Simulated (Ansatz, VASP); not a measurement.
# One calculation of MoW2, two programs

```
Mo W
1.0
     6.44488    0.00000    0.00000
     0.00000    6.44488    0.00000
     0.00000    0.00000    2.90652
Mo W
2 4
Cartesian
  0.0000 0.0000 0.0000
  3.2224 3.2224 1.4533
  1.7239 1.7239 0.0000
  1.4985 4.9463 1.4533
  4.7210 4.7210 0.0000
  4.9463 1.4985 1.4533
```

Alike in both runs: functional PBE; k mesh 6 × 6 × 10; occupations gaussian, width 0.1 eV; no spin polarisation.

Ansatz relaxed the structure, and its values are those at the end. VASP's run is a single point on that final structure, the one shown.

|  | VASP | Ansatz |
| --- | --- | --- |
| version | VASP 6.6.1 | Ansatz 0.2.0 |
| potentials or method | VASP PAW PBE potentials, release 64 (Mo_sv, W_sv), cutoff 520 eV | scalar-relativistic, plane waves, PAW |
| valence electrons in the cell | 84 | 84 |

|  | VASP | Ansatz | Ansatz less VASP |
| --- | --- | --- | --- |
| gap on the k mesh at the Fermi level (eV) | none | none | - |
| pressure (GPa) | 0.6 | 0.0 | -0.60 |
| rms of the force components (eV/Å) | 0.010 | 0.000 | -0.0103 |

A gap of «none» marks a metal or a gap that the smearing closes.

Neither program's run includes spin-orbit coupling.
